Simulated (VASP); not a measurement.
# Fe (Fm-3m) in VASP: a series of runs

Fe is run at these levels: PBE; tasks: single point.

Program: VASP 6.6.1. These are calculated values, not measurements. Logs are shortened: lines on timing, memory, paths and dates and some standing lists are left out, and cuts for length are marked.

## 1. The cell of the first run

It takes space group Fm-3m (No. 225, cubic). Conventional cell: a = 3.582 Å, b = 3.582 Å, c = 3.582 Å, α = 90.00°, β = 90.00°, γ = 90.00°. Fe (site symmetry m-3m) has 12 Fe at 2.53 Å within 3.3 Å.

## 2. Single point, PBE, collinear spin, ferromagnetic start (volume scaled by 0.9405)

File INCAR:

```
PREC     = Accurate       # precision mode
ENCUT    = 520            # plane-wave cutoff, eV
EDIFF    = 1E-6           # SCF threshold, eV
ISMEAR   = -1             # smearing method
SIGMA    = 0.03           # smearing width, eV
LREAL    = False          # projectors in reciprocal space
LASPH    = True           # aspherical terms in the spheres
NELM     = 150            # most SCF steps
ALGO     = Normal         # electronic algorithm
ISIF     = 2              # what is computed and relaxed
LWAVE    = False          # write WAVECAR
LCHARG   = True           # write CHGCAR
ISPIN    = 2              # spin polarisation
MAGMOM   = 3              # initial moments
LORBIT   = 11             # projections on sites
LMAXMIX  = 4              # l up to which the mixer works
GGA      = PE             # functional
LELF     = True           # ELF
LVHAR    = True         
NBANDS   = 14             # bands
```

File KPOINTS:

```
regular mesh
0
Gamma
  17 17 17
```

File POSCAR:

```
Fe
1.0
    0.0000000000      1.7907809749      1.7907809749
    1.7907809749      0.0000000000      1.7907809749
    1.7907809749      1.7907809749      0.0000000000
Fe
1
Direct
    0.0000000000      0.0000000000      0.0000000000
```

Potentials or basis: VASP PAW PBE potentials, release 64 (Fe).

Command:

```sh
$ cat potpaw_PBE.64/Fe/POTCAR > POTCAR
$ mpirun -np 1 vasp_std > vasp.out
```

OUTCAR:

```text
PREC = Accurate
   ENCUT = 520
   EDIFF = 1E-6
   ISMEAR = -1
   LREAL = False
   LASPH = True
   NELM = 150
   ISIF = 2
   ISPIN = 2
   LORBIT = 11
   GGA = PE

 ion  position               nearest neighbor table
   1  0.000  0.000  0.000-

  LATTYP: Found a face centered cubic cell.
 ALAT       =     3.5815619498

  Lattice vectors:

 A1 = (   0.0000000000,   1.7907809749,   1.7907809749)
 A2 = (   1.7907809749,   0.0000000000,   1.7907809749)
 A3 = (   1.7907809749,   1.7907809749,   0.0000000000)

Analysis of symmetry for initial positions (statically):
=====================================================================
 Subroutine PRICEL returns:
 Original cell was already a primitive cell.

 Routine SETGRP: Setting up the symmetry group for a
 face centered cubic supercell.

 Subroutine GETGRP returns: Found 48 space group operations
 (whereof 48 operations were pure point group operations)
 out of a pool of 48 trial point group operations.

The static configuration has the point symmetry O_h .

Analysis of symmetry for dynamics (positions and initial velocities):
=====================================================================
 Subroutine PRICEL returns:
 Original cell was already a primitive cell.

 Routine SETGRP: Setting up the symmetry group for a
 face centered cubic supercell.

 Subroutine GETGRP returns: Found 48 space group operations
 (whereof 48 operations were pure point group operations)
 out of a pool of 48 trial point group operations.

The dynamic configuration has the point symmetry O_h .

Analysis of structural, dynamic, and magnetic symmetry:
=====================================================================
 Subroutine PRICEL returns:
 Original cell was already a primitive cell.

 Routine SETGRP: Setting up the symmetry group for a
 face centered cubic supercell.

 Subroutine GETGRP returns: Found 48 space group operations
 (whereof 48 operations were pure point group operations)
 out of a pool of 48 trial point group operations.

The overall configuration has the point symmetry O_h .

 Subroutine INISYM returns: Found 48 space group operations
 (whereof 48 operations are pure point group operations),
 and found     1 'primitive' translations

----------------------------------------------------------------------------------------

                                     Primitive cell

  volume of cell :      11.4857

  direct lattice vectors                    reciprocal lattice vectors
     0.000000000  1.790780975  1.790780975    -0.279207791  0.279207791  0.279207791
     1.790780975  0.000000000  1.790780975     0.279207791 -0.279207791  0.279207791
     1.790780975  1.790780975  0.000000000     0.279207791  0.279207791 -0.279207791

  length of vectors
     2.532546742  2.532546742  2.532546742     0.483602080  0.483602080  0.483602080

  position of ions in fractional coordinates (direct lattice)
     0.000000000  0.000000000  0.000000000

  ion indices of the primitive-cell ions
   primitive index   ion index
                 1           1

----------------------------------------------------------------------------------------

 KPOINTS: regular mesh

Automatic generation of k-mesh.
 Grid dimensions read from file:
 generate k-points for:   17   17   17

 Generating k-lattice:

  Cartesian coordinates                     Fractional coordinates (reciprocal lattice)
    -0.016423988  0.016423988  0.016423988     0.058823529  0.000000000  0.000000000
     0.016423988 -0.016423988  0.016423988     0.000000000  0.058823529  0.000000000
     0.016423988  0.016423988 -0.016423988     0.000000000  0.000000000  0.058823529

  Length of vectors
     0.028447181  0.028447181  0.028447181

  Shift w.r.t. Gamma in fractional coordinates (k-lattice)
     0.000000000  0.000000000  0.000000000

 Subroutine IBZKPT returns following result:
 ===========================================

 Found    165 irreducible k-points:

 Following reciprocal coordinates:
            Coordinates               Weight
  0.000000  0.000000  0.000000      1.000000
  0.058824  0.000000  0.000000      8.000000
  0.117647  0.000000  0.000000      8.000000
  0.176471  0.000000  0.000000      8.000000
  0.235294  0.000000  0.000000      8.000000
  0.294118  0.000000  0.000000      8.000000
[... 16 lines left out ...]
 -0.176471  0.058824  0.000000     24.000000
 -0.117647  0.058824  0.000000     24.000000
 [... further k-points ...]
   k-points           NKPTS =    165   k-points in BZ     NKDIM =    165   number of bands    NBANDS=     14
   number of dos      NEDOS =    301   number of ions     NIONS =      1
   total plane-waves  NPLWV =   8000
   dimension x,y,z NGX =    20 NGY =   20 NGZ =   20
   dimension x,y,z NGXF=    40 NGYF=   40 NGZF=   40
   ions per type =               1
   NGX,Y,Z   is equivalent  to a cutoff of  13.13, 13.13, 13.13 a.u.
   NGXF,Y,Z  is equivalent  to a cutoff of  26.26, 26.26, 26.26 a.u.
 SYSTEM =  unknown system
   PREC   = accura    normal or accurate (medium, high low for compatibility)
   ISTART =      0    job   : 0-new  1-cont  2-samecut
   ICHARG =      2    charge: 1-file 2-atom 10-const
   ISPIN  =      2    spin polarized calculation?
   LNONCOLLINEAR =      F non collinear calculations
   LSORBIT =      F    spin-orbit coupling
   LASPH  =      T    aspherical Exc in radial PAW
   ENCUT  =  520.0 eV  38.22 Ry    6.18 a.u.   4.71  4.71  4.71*2*pi/ulx,y,z
   NELM   =    150;   NELMIN=  2; NELMDL= -5     # of ELM steps
   EDIFF  = 0.1E-05   stopping-criterion for ELM
   LREAL  =      F    real-space projection
   EDIFFG = 0.1E-04   stopping-criterion for IOM
   NSW    =      0    number of steps for IOM
   IBRION =     -1    ionic relax: 0-MD 1-quasi-New 2-CG
   NFREE  =      0    steps in history (QN), initial steepest desc. (CG)
   ISIF   =      2    stress and relaxation
   ISYM   =      2    0-nonsym 1-usesym 2-fastsym
   POTIM  = 0.5000    time-step for ionic-motion
   TEBEG  =    0.0;   TEEND  =   0.0 temperature during run
   PSTRESS=    0.0 pullay stress
   NELECT =       8.0000    total number of electrons
   NUPDOWN=      -1.0000    fix difference up-down
   EMIN   =  10.00;   EMAX   =-10.00  energy-range for DOS
   EFERMI =   0.00;   METHOD = LEGACY
   ISMEAR =    -1;   SIGMA  =   0.03  broadening in eV -4-tet -1-fermi 0-gaus
   EFERMI_NEDOS =   21; number of points for ismear=-14 and -15
   IALGO  =     38    algorithm
   IMIX   =      4    mixing-type and parameters
     AMIX     =   0.40;   BMIX     =  1.00
     AMIX_MAG =   1.60;   BMIX_MAG =  1.00
  volume/ion in A,a.u.               =      11.49        77.51
  Fermi-wavevector in a.u.,A,eV,Ry     =   1.451172  2.742318 28.652529  2.105901
  Thomas-Fermi vector in A             =   2.568700
   LORBIT       =     11    0 simple, 1 ext, 2 COOP (PROOUT), +10 PAW based schemes
   GGA     = PE    functional components
   LHFCALC =     F    Hartree Fock is set to
   AEXX    =    0.0000 exact exchange contribution
   IVDW    =     0    specifies the selected vdW correction
   LEPSILON=     F    determine dielectric tensor
   LRPA    =     F    only Hartree local field effects (RPA)
 spin polarized calculation
  energy-cutoff  :      520.00
  volume of cell :       11.49
 maximum number of plane-waves:       331
   NGX =  9   NGY =  9   NGZ =  9

 number of electron       7.9999998 magnetization       1.5012532

 Free energy of the ion-electron system (eV)
  ---------------------------------------------------
  ext. energy  EPLUGINS =         0.00000000
  ---------------------------------------------------
  free energy    TOTEN  =        -8.05123883 eV

  energy without entropy =       -8.04425991  energy(sigma->0) =       -8.04774937

 E-fermi :   5.6720     XC(G=0): -13.0799

 val. band max:        5.6718367628   @ k =  -0.2353   0.1765   0.0588
 cond. band min:       5.6734023279   @ k =   0.4118   0.1176   0.0000
 fundamental gap:      0.0015655651
 Fermi energy:         5.6720296838

 spin component 1

 k-point     1 :       0.0000    0.0000    0.0000
  band No.  band energies     occupation
      1      -2.6525      1.00000
      2       3.7545      1.00000
      3       3.7546      1.00000
      4       3.7546      1.00000
      5       4.6562      1.00000
      6       4.6562      1.00000
      7      28.0561      0.00000
      8      32.4764      0.00000
      9      32.4764      0.00000
     10      32.4764      0.00000
     11      35.5122      0.00000
     12      35.5122      0.00000
     13      35.5122      0.00000
     14      37.8497      0.00000
[... 375 lines left out ...]
 k-point    24 :      -0.1176    0.0588    0.0000
  band No.  band energies     occupation
      1      -1.8238      1.00000
      2       3.4978      1.00000
      3       3.9264      1.00000
      4       3.9425      1.00000
      5       4.4935      1.00000
      6       4.7385      1.00000
      7      25.6641      0.00000
      8      28.0169      0.00000
      9      31.1118      0.00000
     10      33.1023      0.00000
     11      34.9804      0.00000
     12      35.9951      0.00000
     13      39.1887      0.00000
     14      39.8794      0.00000

 [... further k-points ...]

 spin component 2

 k-point     1 :       0.0000    0.0000    0.0000
  band No.  band energies     occupation
      1      -2.5250      1.00000
      2       4.9331      1.00000
      3       4.9332      1.00000
      4       4.9332      1.00000
      5       6.7348      0.00000
      6       6.7348      0.00000
      7      27.8033      0.00000
      8      32.7853      0.00000
      9      32.7853      0.00000
     10      32.7853      0.00000
     11      35.8527      0.00000
     12      35.8527      0.00000
     13      35.8527      0.00000
     14      37.3799      0.00000
[... 375 lines left out ...]
 k-point    24 :      -0.1176    0.0588    0.0000
  band No.  band energies     occupation
      1      -1.6912      1.00000
      2       4.6252      1.00000
      3       5.1457      1.00000
      4       5.1572      1.00000
      5       6.5274      0.00000
      6       6.7654      0.00000
      7      25.8605      0.00000
      8      28.1547      0.00000
      9      31.3147      0.00000
     10      33.4420      0.00000
     11      35.0032      0.00000
     12      36.2872      0.00000
     13      39.2809      0.00000
     14      40.5657      0.00000

 [... further k-points ...]

------------------------ aborting loop because EDIFF is reached ----------------------------------------

  FORCE on cell =-STRESS in cart. coord.  units (eV):
  Direction    XX          YY          ZZ          XY          YZ          ZX
  --------------------------------------------------------------------------------------
  -------------------------------------------------------------------------------------
  Total       -0.8911151     -0.8911151     -0.8911151      0.0000000     -0.0000000      0.0000000
  in kB     -124.3045389   -124.3045389   -124.3045389      0.0000000     -0.0000000      0.0000000
  external PRESSURE =    -124.3045389 kB  Pullay stress =       0.0000000 kB

 VOLUME and BASIS-vectors are now :
 -----------------------------------------------------------------------------
  energy-cutoff  :      520.00
  volume of cell :       11.49
      direct lattice vectors                 reciprocal lattice vectors
     0.000000000  1.790780975  1.790780975    -0.279207791  0.279207791  0.279207791
     1.790780975  0.000000000  1.790780975     0.279207791 -0.279207791  0.279207791
     1.790780975  1.790780975  0.000000000     0.279207791  0.279207791 -0.279207791

 POSITION                                       TOTAL-FORCE (eV/Angst)
 -----------------------------------------------------------------------------------
      0.00000      0.00000      0.00000         0.000000     -0.000000     -0.000000
 -----------------------------------------------------------------------------------
    total drift:                               -0.000000      0.000000      0.000000

  FREE ENERGIE OF THE ION-ELECTRON SYSTEM (eV)
  ---------------------------------------------------
  free  energy   TOTEN  =        -8.0512388289 eV

  energy  without entropy=       -8.0442599120  energy(sigma->0) =       -8.04774937

 total charge

# of ion       s       p       d       tot
------------------------------------------
    1        0.485   0.527   6.229   7.241

 magnetization (x)

# of ion       s       p       d       tot
------------------------------------------
    1       -0.010  -0.031   1.539   1.497
```

It took 74 s on 1 thread of Intel Xeon 6975P-C (Granite Rapids), shared host; peak memory 0.16 GiB.

What came out:

```
Free energy                                           : -8.0512 eV
Pressure                                              : -12.4 GPa
Net moment                                            : 1.50 μB per cell
Site moments                                          : Fe +1.50 μB
Valence electrons inside the program's atomic spheres : Fe 7.24
```

(Continued in part 2 of 2.)
